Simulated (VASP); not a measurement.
Runs of VASP 6.6.1 on SrCl2. The structure is that of space group Fm-3m (No. 225), or close to it. The cells are those of the table. 

```tsv
task	level	potentials or basis	cell	k mesh for the DOS	occupations for the DOS	gap on the mesh (eV)	pressure (GPa)
single point	PBE	VASP PAW PBE potentials, release 64 (Sr_sv, Cl)	a = 5.140 Å, angles 60.0°, 3 atoms	-	-	(a)	(c)
single point	LDA	VASP PAW LDA potentials, release 64 (Sr_sv, Cl)	a = 4.979 Å, angles 60.0°, 3 atoms	-	-	(b)	-3.5
single point	PBE	VASP PAW PBE potentials, release 64 (Sr_sv, Cl)	a = 4.979 Å, angles 60.0°, 3 atoms	-	-	5.23	0.1
single point	r2SCAN	VASP PAW PBE potentials, release 64 (Sr_sv, Cl)	a = 4.979 Å, angles 60.0°, 3 atoms	-	-	5.86	-0.7
```

Alike in all rows: no spin polarisation; k mesh 8 × 8 × 8; cutoff (eV) 520; smearing gaussian 0.05 eV.

Fill in the values left out.

(a) 4.88; (b) 4.78; (c) -2.6.

Caveats: the PAW data sets were made with another functional, which shifts forces and pressure a little (some runs).

A k mesh can miss the band edges, and the runs leave out spin-orbit coupling on Sr.
